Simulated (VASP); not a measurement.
# H4C7BrN (a cell with a defect) in VASP: single point with r2SCAN

Aim: the single point of H4C7BrN (a cell with a defect) with r2SCAN.

Program: VASP 6.6.1. These are calculated values, not measurements. Logs are shortened: lines on timing, memory, paths and dates and some standing lists are left out, and cuts for length are marked.

**1. The cell of the first run**

The cell holds a defect, 13 atoms: a = 6.433 Å, b = 6.434 Å, c = 4.094 Å, α = 89.09°, β = 89.07°, γ = 84.15°.

**2. Single point, r2SCAN**

The input, POSCAR:

```
H4C7BrN
1.0
    4.7751420000      4.3104540000     -0.0011810000
    4.7757160000     -4.3110890000     -0.0004570000
    0.0879710000      0.0003380000     -4.0926230000
Br N C H
1 1 7 4
Direct
    0.1000210000      0.1032230000      0.5845550000
    0.4296220000      0.4220810000      0.7748750000
    0.6713060000      0.6698810000      0.0663470000
    0.5949020000      0.8726270000      0.1493570000
    0.8797100000      0.5888090000      0.1430220000
    0.7150570000      0.0043260000      0.3032490000
    0.0021460000      0.7179560000      0.2950600000
    0.1589560000      0.6594700000      0.3620340000
    0.5289110000      0.5382860000      0.9101170000
    0.4562570000      0.9249430000      0.0659040000
    0.9243180000      0.4481120000      0.0562400000
    0.6550600000      0.1651080000      0.3579750000
    0.9241030000      0.9202490000      0.3762410000
```

The input, INCAR.step1:

```
ALGO = Normal
EDIFF = 1E-4
ENCUT = 520
GGA = PE
ISMEAR = -1
LASPH = True
LCHARG = False
LREAL = False
LWAVE = True
NBANDS = 34
NELECT = 45.0
NELM = 60
PREC = Accurate
SIGMA = 0.021
```

The input, INCAR.step2:

```
ALGO = Normal
EDIFF = 1E-6
ENCUT = 520
ISIF = 2
ISMEAR = -1
ISTART = 1
LASPH = True
LCHARG = False
LMIXTAU = True
LREAL = False
LWAVE = False
METAGGA = R2SCAN
NBANDS = 34
NELECT = 45.0
NELM = 60
PREC = Accurate
SIGMA = 0.021
```

The input, KPOINTS:

```
Automatic mesh
0
Gamma
  3 3 5
  0.5 0.5 0.5
```

Potentials or basis: VASP PAW PBE potentials, release 64 (Br, N, C, H).

Launch:

```
> cat potpaw_PBE.64/Br/POTCAR potpaw_PBE.64/N/POTCAR potpaw_PBE.64/C/POTCAR potpaw_PBE.64/H/POTCAR > POTCAR
> cp INCAR.step1 INCAR
> mpirun -np 1 vasp_std > vasp.out
> cp INCAR.step2 INCAR
> mpirun -np 1 vasp_std > vasp.out
```

OUTCAR:

```text
EDIFF = 1E-6
   ENCUT = 520
   ISIF = 2
   ISMEAR = -1
   ISTART = 1
   LASPH = True
   LREAL = False
   METAGGA = R2SCAN
   NELECT = 45.0
   NELM = 60
   PREC = Accurate

 ion  position               nearest neighbor table
   1  0.100  0.103  0.585-
   2  0.430  0.422  0.775-   9 1.18
   3  0.671  0.670  0.066-   4 1.39   5 1.43   9 1.47
   4  0.595  0.873  0.149-  10 0.99   6 1.37   3 1.39
   5  0.880  0.589  0.143-  11 0.99   7 1.37   3 1.43
   6  0.715  0.004  0.303-  12 1.09   4 1.37  13 1.43
   7  0.002  0.718  0.295-   8 1.08   5 1.37  13 1.39
   8  0.159  0.659  0.362-   7 1.08
   9  0.529  0.538  0.910-   2 1.18   3 1.47
  10  0.456  0.925  0.066-   4 0.99
  11  0.924  0.448  0.056-   5 0.99
  12  0.655  0.165  0.358-   6 1.09
  13  0.924  0.920  0.376-   7 1.39   6 1.43

  Warning from LATTYP: Got some problem with cell dimensions!
  Tried to take original basis but could not verify dimensions!
  LATTYP: Found a triclinic cell.
 ALAT       =     7.6806267263
 B/A-ratio  =     1.1225051492
 C/A-ratio  =     0.5329732221
 COS(alpha) =     0.0001650941
 COS(beta)  =     0.5465339238
 COS(gamma) =     0.5612578420

  Lattice vectors:

 A1 = (  -4.8631130000,  -4.3107920000,   4.0938040000)
 A2 = (   0.0005740000,  -8.6215430000,   0.0007240000)
 A3 = (  -0.0879710000,  -0.0003380000,   4.0926230000)

Analysis of symmetry for initial positions (statically):
=====================================================================
 Subroutine PRICEL returns:
 Original cell was already a primitive cell.

 Routine SETGRP: Setting up the symmetry group for a
 triclinic supercell.

 Subroutine GETGRP returns: Found  1 space group operations
 (whereof  1 operations were pure point group operations)
 out of a pool of  2 trial point group operations.

The static configuration has the point symmetry C_1 .

Analysis of symmetry for dynamics (positions and initial velocities):
=====================================================================
 Subroutine PRICEL returns:
 Original cell was already a primitive cell.

 Routine SETGRP: Setting up the symmetry group for a
 triclinic supercell.

 Subroutine GETGRP returns: Found  1 space group operations
 (whereof  1 operations were pure point group operations)
 out of a pool of  2 trial point group operations.

The dynamic configuration has the point symmetry C_1 .

 Subroutine INISYM returns: Found  1 space group operations
 (whereof  1 operations are pure point group operations),
 and found     1 'primitive' translations

----------------------------------------------------------------------------------------

                                     Primitive cell

  volume of cell :     168.4991

  direct lattice vectors                    reciprocal lattice vectors
     4.775142000  4.310454000 -0.001181000     0.104710735  0.115995680  0.002260339
     4.775716000 -4.311089000 -0.000457000     0.104695308 -0.115981360  0.002240849
     0.087971000  0.000338000 -4.092623000    -0.000041907 -0.000020522 -0.244342978

  length of vectors
     6.432883972  6.433735454  4.093568374     0.156283220  0.156261975  0.244342983

  position of ions in fractional coordinates (direct lattice)
     0.100021000  0.103223000  0.584555000
     0.429622000  0.422081000  0.774875000
     0.671306000  0.669881000  0.066347000
     0.594902000  0.872627000  0.149357000
     0.879710000  0.588809000  0.143022000
     0.715057000  0.004326000  0.303249000
     0.002146000  0.717956000  0.295060000
     0.158956000  0.659470000  0.362034000
     0.528911000  0.538286000  0.910117000
     0.456257000  0.924943000  0.065904000
     0.924318000  0.448112000  0.056240000
     0.655060000  0.165108000  0.357975000
     0.924103000  0.920249000  0.376241000

  ion indices of the primitive-cell ions
   primitive index   ion index
                 1           1
                 2           2
                 3           3
                 4           4
                 5           5
                 6           6
                 7           7
                 8           8
                 9           9
                10          10
                11          11
                12          12
                13          13

----------------------------------------------------------------------------------------

 KPOINTS: Automatic mesh

Automatic generation of k-mesh.
 Grid dimensions read from file:
 generate k-points for:    3    3    5

 Generating k-lattice:

  Cartesian coordinates                     Fractional coordinates (reciprocal lattice)
     0.034903578  0.038665227  0.000753446     0.333333333  0.000000000 -0.000000000
     0.034898436 -0.038660453  0.000746950     0.000000000  0.333333333  0.000000000
    -0.000008381 -0.000004104 -0.048868596     0.000000000 -0.000000000  0.200000000

  Length of vectors
     0.052094407  0.052087325  0.048868597

  Shift w.r.t. Gamma in fractional coordinates (k-lattice)
     0.500000000  0.500000000  0.500000000

 Subroutine IBZKPT returns following result:
 ===========================================

 Found     23 irreducible k-points:

 Following reciprocal coordinates:
            Coordinates               Weight
  0.166667  0.166667  0.100000      2.000000
  0.500000  0.166667  0.100000      2.000000
 -0.166667  0.166667  0.100000      2.000000
  0.166667  0.500000  0.100000      2.000000
  0.500000  0.500000  0.100000      2.000000
 -0.166667  0.500000  0.100000      2.000000
[... 15 lines left out ...]
  0.166667  0.500000  0.500000      2.000000
  0.500000  0.500000  0.500000      1.000000
   k-points           NKPTS =     23   k-points in BZ     NKDIM =     23   number of bands    NBANDS=     34
   number of dos      NEDOS =    301   number of ions     NIONS =     13
   total plane-waves  NPLWV =  69120
   dimension x,y,z NGX =    48 NGY =   48 NGZ =   30
   dimension x,y,z NGXF=    96 NGYF=   96 NGZF=   60
   ions per type =               1   1   7   4
   NGX,Y,Z   is equivalent  to a cutoff of  12.40, 12.40, 12.18 a.u.
   NGXF,Y,Z  is equivalent  to a cutoff of  24.81, 24.81, 24.37 a.u.
 SYSTEM =  unknown system
   PREC   = accura    normal or accurate (medium, high low for compatibility)
   ISTART =      1    job   : 0-new  1-cont  2-samecut
   ICHARG =      0    charge: 1-file 2-atom 10-const
   ISPIN  =      1    spin polarized calculation?
   LNONCOLLINEAR =      F non collinear calculations
   LSORBIT =      F    spin-orbit coupling
   LASPH  =      T    aspherical Exc in radial PAW
   ENCUT  =  520.0 eV  38.22 Ry    6.18 a.u.  11.96 11.96  7.61*2*pi/ulx,y,z
   NELM   =     60;   NELMIN=  2; NELMDL=  0     # of ELM steps
   EDIFF  = 0.1E-05   stopping-criterion for ELM
   LREAL  =      F    real-space projection
   EDIFFG = 0.1E-04   stopping-criterion for IOM
   NSW    =      0    number of steps for IOM
   IBRION =     -1    ionic relax: 0-MD 1-quasi-New 2-CG
   NFREE  =      0    steps in history (QN), initial steepest desc. (CG)
   ISIF   =      2    stress and relaxation
   ISYM   =      2    0-nonsym 1-usesym 2-fastsym
   POTIM  = 0.5000    time-step for ionic-motion
   TEBEG  =    0.0;   TEEND  =   0.0 temperature during run
   PSTRESS=    0.0 pullay stress
   NELECT =      45.0000    total number of electrons
   NUPDOWN=      -1.0000    fix difference up-down
   EMIN   =  10.00;   EMAX   =-10.00  energy-range for DOS
   EFERMI =   0.00;   METHOD = LEGACY
   ISMEAR =    -1;   SIGMA  =   0.02  broadening in eV -4-tet -1-fermi 0-gaus
   EFERMI_NEDOS =   21; number of points for ismear=-14 and -15
   IALGO  =     38    algorithm
   IMIX   =      4    mixing-type and parameters
     AMIX     =   0.40;   BMIX     =  1.00
     AMIX_MAG =   1.60;   BMIX_MAG =  1.00
  volume/ion in A,a.u.               =      12.96        87.47
  Fermi-wavevector in a.u.,A,eV,Ry     =   1.054257  1.992257 15.122302  1.111458
  Thomas-Fermi vector in A             =   2.189410
   LORBIT       =      0    0 simple, 1 ext, 2 COOP (PROOUT), +10 PAW based schemes
   METAGGA = R2SCAN    functional components
   LHFCALC =     F    Hartree Fock is set to
   AEXX    =    0.0000 exact exchange contribution
   IVDW    =     0    specifies the selected vdW correction
   LEPSILON=     F    determine dielectric tensor
   LRPA    =     F    only Hartree local field effects (RPA)
 non-spin polarized calculation
  energy-cutoff  :      520.00
  volume of cell :      168.50
 maximum number of plane-waves:      4560
   NGX = 23   NGY = 23   NGZ = 15

 number of electron      45.0000000 magnetization

 Free energy of the ion-electron system (eV)
  ---------------------------------------------------
  ext. energy  EPLUGINS =         0.00000000
  ---------------------------------------------------
  free energy    TOTEN  =       -92.68501738 eV

  energy without entropy =      -92.67011715  energy(sigma->0) =      -92.67756727

 E-fermi :  -0.4605     XC(G=0):  -8.6037

 val. band max:       -0.4725335562   @ k =   0.5000   0.1667   0.1000
 cond. band min:      -0.4604092845   @ k =  -0.1667   0.1667   0.3000
 fundamental gap:      0.0121242717
 Fermi energy:        -0.4605134722

 k-point     1 :       0.1667    0.1667    0.1000
  band No.  band energies     occupation
      1     -19.2388      2.00000
      2     -18.3659      2.00000
      3     -16.8158      2.00000
      4     -14.9591      2.00000
      5     -14.2234      2.00000
      6     -12.7486      2.00000
[... 26 lines left out ...]
     33       8.5477      0.00000
     34       9.0198      0.00000

 k-point     2 :       0.5000    0.1667    0.1000
  band No.  band energies     occupation
      1     -19.2189      2.00000
      2     -18.3862      2.00000
      3     -16.8412      2.00000
      4     -14.9201      2.00000
      5     -14.2617      2.00000
      6     -12.6896      2.00000
[... 26 lines left out ...]
     33       8.3976      0.00000
     34       8.9451      0.00000

 k-point     3 :      -0.1667    0.1667    0.1000
  band No.  band energies     occupation
      1     -19.2432      2.00000
      2     -18.3552      2.00000
      3     -16.8227      2.00000
      4     -14.9850      2.00000
      5     -14.1907      2.00000
      6     -12.7416      2.00000
[... 26 lines left out ...]
     33       8.2816      0.00000
     34       8.6756      0.00000
[... 667 lines left out ...]
 k-point    22 :       0.1667    0.5000    0.5000
  band No.  band energies     occupation
      1     -19.1717      2.00000
      2     -18.3191      2.00000
      3     -16.7784      2.00000
      4     -14.9274      2.00000
      5     -14.1836      2.00000
      6     -12.7721      2.00000
[... 26 lines left out ...]
     33       8.6711      0.00000
     34       9.2101      0.00000

 k-point    23 :       0.5000    0.5000    0.5000
  band No.  band energies     occupation
      1     -19.1653      2.00000
      2     -18.3121      2.00000
      3     -16.8163      2.00000
      4     -14.8980      2.00000
      5     -14.2181      2.00000
      6     -12.7104      2.00000
[... 26 lines left out ...]
     33       8.8825      0.00000
     34       9.3411      0.00000

------------------------ aborting loop because EDIFF is reached ----------------------------------------

  FORCE on cell =-STRESS in cart. coord.  units (eV):
  Direction    XX          YY          ZZ          XY          YZ          ZX
  --------------------------------------------------------------------------------------
  -------------------------------------------------------------------------------------
  Total       14.4145039     33.2007822      9.1481085      8.4319121     -5.4391719     -5.7295076
  in kB      137.0606403    315.6903977     86.9849996     80.1750296    -51.7184909    -54.4791544
  external PRESSURE =     179.9120125 kB  Pullay stress =       0.0000000 kB

 VOLUME and BASIS-vectors are now :
 -----------------------------------------------------------------------------
  energy-cutoff  :      520.00
  volume of cell :      168.50
      direct lattice vectors                 reciprocal lattice vectors
     4.775142000  4.310454000 -0.001181000     0.104710735  0.115995680  0.002260339
     4.775716000 -4.311089000 -0.000457000     0.104695308 -0.115981360  0.002240849
     0.087971000  0.000338000 -4.092623000    -0.000041907 -0.000020522 -0.244342978

 POSITION                                       TOTAL-FORCE (eV/Angst)
 -----------------------------------------------------------------------------------
      1.02200     -0.01367     -2.39253         1.355083     -0.327122     -0.866612
      4.13541      0.03250     -3.17197         2.094791      0.217136     -1.220388
      6.41058      0.00574     -0.27263        -1.615954      3.037152      0.365034
      7.02130     -1.19762     -0.61236         4.510034      2.477052     -2.410035
      7.02531      1.25359     -0.58664        -1.993812     -6.930668      1.025426
      3.46184      3.06367     -1.24193        -1.398571      0.101266      0.693251
      3.46496     -3.08582     -1.20790       -11.622977    -19.864592      6.513770
      3.94033     -2.15774     -1.48216        13.391806     22.095192     -7.217645
      5.17639     -0.04044     -3.72564        -0.124061      0.954702      0.283816
      6.60175     -2.02081     -0.27068        -1.958714     -4.180640      1.283080
      6.55875      2.05240     -0.23147        -1.633071      3.777716      1.134052
      3.94800      2.11193     -1.46591         0.075445      0.373918     -0.112234
      8.84067      0.01616     -1.54132        -1.080000     -1.731112      0.528486
 -----------------------------------------------------------------------------------
    total drift:                               -0.000541     -0.001340      0.001018

  FREE ENERGIE OF THE ION-ELECTRON SYSTEM (eV)
  ---------------------------------------------------
  free  energy   TOTEN  =       -92.6850173837 eV

  energy  without entropy=      -92.6701171542  energy(sigma->0) =      -92.67756727
```

Wall time 4.5 min (1 thread of Intel Xeon Platinum 8488C (Sapphire Rapids), shared host); peak memory 0.34 GiB.

What came out:

| Item | Value |
| --- | --- |
| Free energy | -92.6850 eV |
| Largest force | 26.826 eV/Å |

Forces on the atoms (eV/Å):
```
Br    1.355  -0.327  -0.867
N     2.095   0.217  -1.220
C    -1.616   3.037   0.365
C     4.510   2.477  -2.410
C    -1.994  -6.931   1.025
C    -1.399   0.101   0.693
C   -11.623 -19.865   6.514
C    13.392  22.095  -7.218
C    -0.124   0.955   0.284
H    -1.959  -4.181   1.283
H    -1.633   3.778   1.134
H     0.075   0.374  -0.112
H    -1.080  -1.731   0.528
```

Levels at points of the mesh, in eV from the Fermi level:
```
           k point  band 19  band 20  band 21  band 22  band 23  band 24  band 25  band 26
(0.50, 0.50, 0.50)    -1.68    -1.41    -0.74    -0.30    -0.11     2.00     3.96     4.67
```

Caveat: the cell carries a net charge on a neutralising background, which shifts energy and pressure; the cell is charged against a uniform background, so pressure and absolute levels hang on convention; the PAW data sets were made with another functional, which shifts forces and pressure a little; an odd number of electrons without spin polarisation forces a metal; a magnetic or distorted state may lie lower.
